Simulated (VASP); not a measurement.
Write the native input for VASP 6.6.1 that does the following.

```yaml
Task: single point
Functional: PBE
Potentials_or_basis: VASP PAW PBE potentials, release 64 (W_sv, V_sv, C)
Cutoff: 520 eV
k_mesh: 10 × 10 × 10
Occupations: fermi-dirac, width 0.05 eV
Spin: no spin polarisation
Dipole_correction: no
Further_INCAR_settings: ALGO = Normal; EDIFF = 1e-06; NBANDS = 26
```

The structure of VWC2 lies in POSCAR:

```
VWC2
1.0
    1.5170411163      0.8758640969      4.9338931930
   -1.5170411163      0.8758640969      4.9338931930
    0.0000000000     -1.7517281937      4.9338931930
W V C
1 1 2
Direct
    0.0000000000      0.0000000000      0.0000000000
    0.5000000000      0.5000000000      0.5000000000
    0.2464940000      0.2464940000      0.2464940000
    0.7535060000      0.7535060000      0.7535060000
```

The input as run:

INCAR

```
  ALGO = Normal
  EDIFF = 1E-6
  ENCUT = 520
  GGA = PE
  ISIF = 2
  ISMEAR = -1
  LASPH = True
  LCHARG = True
  LELF = True
  LREAL = False
  LVHAR = True
  LWAVE = False
  NBANDS = 26
  NELM = 60
  PREC = Accurate
  SIGMA = 0.05
```

KPOINTS

```
k-points
0
Gamma
  10 10 10
```

Potentials or basis: VASP PAW PBE potentials, release 64 (W_sv, V_sv, C).

Command:

```bash
$ cat potpaw_PBE.64/W_sv/POTCAR potpaw_PBE.64/V_sv/POTCAR potpaw_PBE.64/C/POTCAR > POTCAR
$ mpirun -np 1 vasp_std > vasp.out
```

Results of the run:

```json
{
  "Pressure": "-1.3 GPa",
  "Largest force": "0.082 eV/Å"
}
```

It took 13 min on 1 thread of AMD EPYC 7R13 (shared host), peak memory 0.29 GiB.
